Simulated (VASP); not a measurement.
# Ta2Si (I4/mcm) in VASP: single point with r2SCAN

Aim: the single point of Ta2Si with r2SCAN.

All numbers are computed with VASP 6.6.1; they aren't measurements. Logs are shortened: lines on timing, memory, paths and dates and some standing lists are left out, and cuts for length are marked.

### Step 1. The cell of the first run

It takes space group I4/mcm (No. 140, tetragonal). The conventional cell has a = 6.193 Å, b = 6.193 Å, c = 5.083 Å, α = 90.00°, β = 90.00°, γ = 90.00°. Ta (site symmetry m2m) has 4 Si at 2.64 Å and 11 Ta at 2.86 to 3.28 Å within 3.5 Å. Within 3.4 Å of Si (site symmetry 422) lie 2 Si at 2.54 Å and 8 Ta at 2.64 Å.

### Step 2. Single point, r2SCAN

Contents of POSCAR:

```
Ta2Si
1.0
   -3.0963297680      3.0963297680      2.5412555492
    3.0963297680     -3.0963297680      2.5412555492
    3.0963297680      3.0963297680     -2.5412555492
Ta Si
4 2
Direct
    0.6633159261      0.8366840739      0.5000000000
    0.8366840739      0.3366840739      0.1733681477
    0.3366840739      0.1633159261      0.5000000000
    0.1633159261      0.6633159261      0.8266318523
    0.2500000000      0.2500000000      0.0000000000
    0.7500000000      0.7500000000      0.0000000000
```

Contents of INCAR.step1:

```
  PREC = Accurate
  ENCUT = 520
  ISMEAR = 0
  SIGMA = 0.1
  LREAL = False
  LASPH = True
  NELM = 100
  NBANDS = 35
  GGA = PE
  ALGO = Normal
  EDIFF = 1E-4
  LWAVE = True
  LCHARG = False
```

Contents of INCAR.step2:

```
  PREC = Accurate
  ENCUT = 520
  EDIFF = 1E-6
  ISMEAR = 0
  SIGMA = 0.1
  LREAL = False
  LASPH = True
  NELM = 100
  ALGO = Normal
  ISIF = 2
  LWAVE = False
  LCHARG = True
  METAGGA = R2SCAN
  LMIXTAU = True
  LELF = True
  LVHAR = True
  NBANDS = 35
  ISTART = 1
```

Contents of KPOINTS:

```
regular mesh
0
Gamma
  10 10 10
```

Potentials or basis: VASP PAW PBE potentials, release 64 (Ta_pv, Si).

Run with:

```sh
$ cat potpaw_PBE.64/Ta_pv/POTCAR potpaw_PBE.64/Si/POTCAR > POTCAR
$ cp INCAR.step1 INCAR
$ mpirun -np 1 vasp_std > vasp.out
$ cp INCAR.step2 INCAR
$ mpirun -np 1 vasp_std > vasp.out
```

OUTCAR:

```text
PREC = Accurate
   ENCUT = 520
   EDIFF = 1E-6
   ISMEAR = 0
   LREAL = False
   LASPH = True
   NELM = 100
   ISIF = 2
   METAGGA = R2SCAN
   ISTART = 1

 ion  position               nearest neighbor table
   1  0.663  0.837  0.500-   5 2.64   6 2.64   6 2.64   5 2.64   3 2.86   3 2.96   3 2.96   4 3.25
                             2 3.25   4 3.25   2 3.25   4 3.28   2 3.28   2 3.28   4 3.28
   2  0.837  0.337  0.173-   5 2.64   6 2.64   6 2.64   5 2.64   4 2.86   4 2.96   4 2.96   3 3.25
                             1 3.25   1 3.25   3 3.25   3 3.28   1 3.28   1 3.28   3 3.28
   3  0.337  0.163  0.500-   6 2.64   5 2.64   5 2.64   6 2.64   1 2.86   1 2.96   1 2.96   4 3.25
                             2 3.25   4 3.25   2 3.25   4 3.28   2 3.28   4 3.28   2 3.28
   4  0.163  0.663  0.827-   5 2.64   6 2.64   6 2.64   5 2.64   2 2.86   2 2.96   2 2.96   1 3.25
                             3 3.25   3 3.25   1 3.25   1 3.28   3 3.28   3 3.28   1 3.28
   5  0.250  0.250  0.000-   6 2.54   6 2.54   2 2.64   4 2.64   4 2.64   2 2.64   3 2.64   1 2.64
                             1 2.64   3 2.64
   6  0.750  0.750  0.000-   5 2.54   5 2.54   2 2.64   4 2.64   4 2.64   2 2.64   1 2.64   3 2.64
                             1 2.64   3 2.64

  LATTYP: Found a body centered tetragonal cell.
 ALAT       =     6.1926595360
 C/A-ratio  =     0.8207315563

  Lattice vectors:

 A1 = (  -3.0963297680,   3.0963297680,   2.5412555492)
 A2 = (   3.0963297680,  -3.0963297680,   2.5412555492)
 A3 = (   3.0963297680,   3.0963297680,  -2.5412555492)

Analysis of symmetry for initial positions (statically):
=====================================================================
 Subroutine PRICEL returns:
 Original cell was already a primitive cell.

 Routine SETGRP: Setting up the symmetry group for a
 body centered tetragonal supercell.

 Subroutine GETGRP returns: Found 16 space group operations
 (whereof  8 operations were pure point group operations)
 out of a pool of 16 trial point group operations.

The static configuration has the point symmetry C_4h.
 The point group associated with its full space group is D_4h.

Analysis of symmetry for dynamics (positions and initial velocities):
=====================================================================
 Subroutine PRICEL returns:
 Original cell was already a primitive cell.

 Routine SETGRP: Setting up the symmetry group for a
 body centered tetragonal supercell.

 Subroutine GETGRP returns: Found 16 space group operations
 (whereof  8 operations were pure point group operations)
 out of a pool of 16 trial point group operations.

The dynamic configuration has the point symmetry C_4h.
 The point group associated with its full space group is D_4h.

 Subroutine INISYM returns: Found 16 space group operations
 (whereof  8 operations are pure point group operations),
 and found     1 'primitive' translations

----------------------------------------------------------------------------------------

                                     Primitive cell

  volume of cell :      97.4547

  direct lattice vectors                    reciprocal lattice vectors
    -3.096329768  3.096329768  2.541255549     0.000000000  0.161481508  0.196753137
     3.096329768 -3.096329768  2.541255549     0.161481508  0.000000000  0.196753137
     3.096329768  3.096329768 -2.541255549     0.161481508  0.161481508  0.000000000

  length of vectors
     5.062854514  5.062854514  5.062854514     0.254535016  0.254535016  0.228369339

  position of ions in fractional coordinates (direct lattice)
     0.663315926  0.836684074  0.500000000
     0.836684074  0.336684074  0.173368148
     0.336684074  0.163315926  0.500000000
     0.163315926  0.663315926  0.826631852
     0.250000000  0.250000000  0.000000000
     0.750000000  0.750000000  0.000000000

  ion indices of the primitive-cell ions
   primitive index   ion index
                 1           1
                 2           2
                 3           3
                 4           4
                 5           5
                 6           6

----------------------------------------------------------------------------------------

 KPOINTS: regular mesh

Automatic generation of k-mesh.
 Grid dimensions read from file:
 generate k-points for:   10   10   10

 Generating k-lattice:

  Cartesian coordinates                     Fractional coordinates (reciprocal lattice)
     0.000000000  0.016148151  0.019675314     0.100000000 -0.000000000  0.000000000
     0.016148151  0.000000000  0.019675314    -0.000000000  0.100000000  0.000000000
     0.016148151  0.016148151  0.000000000     0.000000000  0.000000000  0.100000000

  Length of vectors
     0.025453502  0.025453502  0.022836934

  Shift w.r.t. Gamma in fractional coordinates (k-lattice)
     0.000000000  0.000000000  0.000000000

 Subroutine IBZKPT returns following result:
 ===========================================

 Found    102 irreducible k-points:

 Following reciprocal coordinates:
            Coordinates               Weight
  0.000000  0.000000  0.000000      1.000000
  0.100000  0.000000 -0.000000      8.000000
  0.200000  0.000000 -0.000000      8.000000
  0.300000  0.000000 -0.000000      8.000000
  0.400000  0.000000 -0.000000      8.000000
  0.500000  0.000000 -0.000000      4.000000
[... 16 lines left out ...]
  0.300000  0.300000 -0.000000      8.000000
  0.400000  0.300000 -0.000000     16.000000
 [... further k-points ...]
   k-points           NKPTS =    102   k-points in BZ     NKDIM =    102   number of bands    NBANDS=     35
   number of dos      NEDOS =    301   number of ions     NIONS =      6
   total plane-waves  NPLWV =  64000
   dimension x,y,z NGX =    40 NGY =   40 NGZ =   40
   dimension x,y,z NGXF=    80 NGYF=   80 NGZF=   80
   ions per type =               4   2
   NGX,Y,Z   is equivalent  to a cutoff of  13.13, 13.13, 13.13 a.u.
   NGXF,Y,Z  is equivalent  to a cutoff of  26.27, 26.27, 26.27 a.u.
 SYSTEM =  unknown system
   PREC   = accura    normal or accurate (medium, high low for compatibility)
   ISTART =      1    job   : 0-new  1-cont  2-samecut
   ICHARG =      0    charge: 1-file 2-atom 10-const
   ISPIN  =      1    spin polarized calculation?
   LNONCOLLINEAR =      F non collinear calculations
   LSORBIT =      F    spin-orbit coupling
   LASPH  =      T    aspherical Exc in radial PAW
   ENCUT  =  520.0 eV  38.22 Ry    6.18 a.u.   9.41  9.41  9.41*2*pi/ulx,y,z
   NELM   =    100;   NELMIN=  2; NELMDL=  0     # of ELM steps
   EDIFF  = 0.1E-05   stopping-criterion for ELM
   LREAL  =      F    real-space projection
   EDIFFG = 0.1E-04   stopping-criterion for IOM
   NSW    =      0    number of steps for IOM
   IBRION =     -1    ionic relax: 0-MD 1-quasi-New 2-CG
   NFREE  =      0    steps in history (QN), initial steepest desc. (CG)
   ISIF   =      2    stress and relaxation
   ISYM   =      2    0-nonsym 1-usesym 2-fastsym
   POTIM  = 0.5000    time-step for ionic-motion
   TEBEG  =    0.0;   TEEND  =   0.0 temperature during run
   PSTRESS=    0.0 pullay stress
   NELECT =      52.0000    total number of electrons
   NUPDOWN=      -1.0000    fix difference up-down
   EMIN   =  10.00;   EMAX   =-10.00  energy-range for DOS
   EFERMI =   0.00;   METHOD = LEGACY
   ISMEAR =     0;   SIGMA  =   0.10  broadening in eV -4-tet -1-fermi 0-gaus
   EFERMI_NEDOS =   21; number of points for ismear=-14 and -15
   IALGO  =     38    algorithm
   IMIX   =      4    mixing-type and parameters
     AMIX     =   0.40;   BMIX     =  1.00
     AMIX_MAG =   1.60;   BMIX_MAG =  1.00
  volume/ion in A,a.u.               =      16.24       109.61
  Fermi-wavevector in a.u.,A,eV,Ry     =   1.327828  2.509230 23.988788  1.763126
  Thomas-Fermi vector in A             =   2.457111
   LORBIT       =      0    0 simple, 1 ext, 2 COOP (PROOUT), +10 PAW based schemes
   METAGGA = R2SCAN    functional components
   LHFCALC =     F    Hartree Fock is set to
   AEXX    =    0.0000 exact exchange contribution
   IVDW    =     0    specifies the selected vdW correction
   LEPSILON=     F    determine dielectric tensor
   LRPA    =     F    only Hartree local field effects (RPA)
 non-spin polarized calculation
 Gauss-broadening in eV      SIGMA  =   0.10
  energy-cutoff  :      520.00
  volume of cell :       97.45
 maximum number of plane-waves:      2653
 NGX is ok and might be reduce to    40
   NGX = 19   NGY = 19   NGZ = 19

 number of electron      51.9999998 magnetization

 Free energy of the ion-electron system (eV)
  ---------------------------------------------------
  ext. energy  EPLUGINS =         0.00000000
  ---------------------------------------------------
  free energy    TOTEN  =      -215.47881265 eV

  energy without entropy =     -215.46349730  energy(sigma->0) =     -215.47115498

 E-fermi :   7.3737     XC(G=0): -13.4173

 val. band max:        7.3664811223   @ k =   0.3000   0.1000  -0.0000
 cond. band min:       7.3758725610   @ k =   0.5000   0.5000   0.2000
 fundamental gap:      0.0093914387
 Fermi energy:         7.3736509884

 k-point     1 :       0.0000    0.0000    0.0000
  band No.  band energies     occupation
      1     -28.4557      2.00000
      2     -28.4557      2.00000
      3     -28.4505      2.00000
      4     -28.4001      2.00000
      5     -28.4001      2.00000
      6     -28.3636      2.00000
[... 27 lines left out ...]
     34      11.8388      0.00000
     35      13.2127      0.00000

 k-point     2 :       0.1000    0.0000   -0.0000
  band No.  band energies     occupation
      1     -28.4838      2.00000
      2     -28.4800      2.00000
      3     -28.4516      2.00000
      4     -28.3765      2.00000
      5     -28.3723      2.00000
      6     -28.3616      2.00000
[... 27 lines left out ...]
     34      11.5941      0.00000
     35      12.8813      0.00000

 k-point     3 :       0.2000    0.0000   -0.0000
  band No.  band energies     occupation
      1     -28.5152      2.00000
      2     -28.5152      2.00000
      3     -28.4651      2.00000
      4     -28.3661      2.00000
      5     -28.3409      2.00000
      6     -28.3285      2.00000
[... 27 lines left out ...]
     34      11.8935      0.00000
     35      12.2137      0.00000

 k-point     4 :       0.3000    0.0000   -0.0000
  band No.  band energies     occupation
      1     -28.5436      2.00000
      2     -28.5420      2.00000
      3     -28.4576      2.00000
      4     -28.3656      2.00000
      5     -28.3413      2.00000
      6     -28.2830      2.00000
[... 27 lines left out ...]
     34      11.5523      0.00000
     35      12.0227      0.00000

 k-point     5 :       0.4000    0.0000   -0.0000
  band No.  band energies     occupation
      1     -28.5613      2.00000
      2     -28.5600      2.00000
      3     -28.4222      2.00000
      4     -28.3567      2.00000
      5     -28.3556      2.00000
      6     -28.2616      2.00000
[... 638 lines left out ...]
 k-point    22 :      -0.2000    0.2000    0.0000
  band No.  band energies     occupation
      1     -28.4952      2.00000
      2     -28.4541      2.00000
      3     -28.4355      2.00000
      4     -28.4143      2.00000
      5     -28.4009      2.00000
      6     -28.3382      2.00000
[... 27 lines left out ...]
     34      11.9307      0.00000
     35      12.3667      0.00000

 k-point    23 :       0.3000    0.3000   -0.0000
  band No.  band energies     occupation
      1     -28.5694      2.00000
      2     -28.4875      2.00000
      3     -28.4516      2.00000
      4     -28.3826      2.00000
      5     -28.3717      2.00000
      6     -28.2839      2.00000
[... 27 lines left out ...]
     34      11.0828      0.00000
     35      11.9940      0.00000

 k-point    24 :       0.4000    0.3000   -0.0000
  band No.  band energies     occupation
      1     -28.5516      2.00000
      2     -28.4827      2.00000
      3     -28.4634      2.00000
      4     -28.3870      2.00000
      5     -28.3533      2.00000
      6     -28.2899      2.00000
[... 27 lines left out ...]
     34      11.3099      0.00000
     35      11.7686      0.00000

 [... further k-points ...]
[... 5 lines left out ...]
  --------------------------------------------------------------------------------------
  -------------------------------------------------------------------------------------
  Total       -1.6073264     -1.6073264     -1.9197873      0.0000000      0.0000000     -0.0000000
  in kB      -26.4248131    -26.4248131    -31.5617413      0.0000000      0.0000000     -0.0000000
  external PRESSURE =     -28.1371225 kB  Pullay stress =       0.0000000 kB

 VOLUME and BASIS-vectors are now :
 -----------------------------------------------------------------------------
  energy-cutoff  :      520.00
  volume of cell :       97.45
      direct lattice vectors                 reciprocal lattice vectors
    -3.096329768  3.096329768  2.541255549     0.000000000  0.161481508  0.196753137
     3.096329768 -3.096329768  2.541255549     0.161481508  0.000000000  0.196753137
     3.096329768  3.096329768 -2.541255549     0.161481508  0.161481508  0.000000000

 POSITION                                       TOTAL-FORCE (eV/Angst)
 -----------------------------------------------------------------------------------
      2.08497      1.01136      2.54126        -0.049040      0.049040     -0.000000
     -1.01136      2.08497      2.54126        -0.049040     -0.049040      0.000000
      1.01136      2.08497      0.00000         0.049040     -0.049040     -0.000000
      4.10769      1.01136     -0.00000         0.049040      0.049040     -0.000000
      0.00000      0.00000      1.27063         0.000000      0.000000     -0.000000
      0.00000      0.00000      3.81188         0.000000     -0.000000     -0.000000
 -----------------------------------------------------------------------------------
    total drift:                                0.000000      0.000000      0.000000

  FREE ENERGIE OF THE ION-ELECTRON SYSTEM (eV)
  ---------------------------------------------------
  free  energy   TOTEN  =      -215.4788126508 eV

  energy  without entropy=     -215.4634973034  energy(sigma->0) =     -215.47115498
```

Wall time 16 min (1 thread of AMD EPYC 9R45 (Zen 5), shared host); peak memory 0.41 GiB.

Results:

| Item | Value |
| --- | --- |
| Free energy | -215.4788 eV |
| Pressure | -2.8 GPa |
| Largest force | 0.069 eV/Å |
| Band gap on the k mesh | zero (band 26 reaches 7.76 eV, above the bottom of band 27 at 7.02 eV) |

Forces in eV/Å, atoms in the order of the input:
```
Ta  -0.049  0.049  0.000
Ta  -0.049 -0.049  0.000
Ta   0.049 -0.049  0.000
Ta   0.049  0.049  0.000
Si   0.000  0.000  0.000
Si   0.000  0.000  0.000
```

Stress tensor (GPa, compression positive):
```
-2.64  0.00  0.00
 0.00 -2.64  0.00
 0.00  0.00 -3.16
```

Caveat: the PAW data sets were made with another functional, which shifts forces and pressure a little; spin-orbit coupling is left out, which moves the levels of the heavy elements.
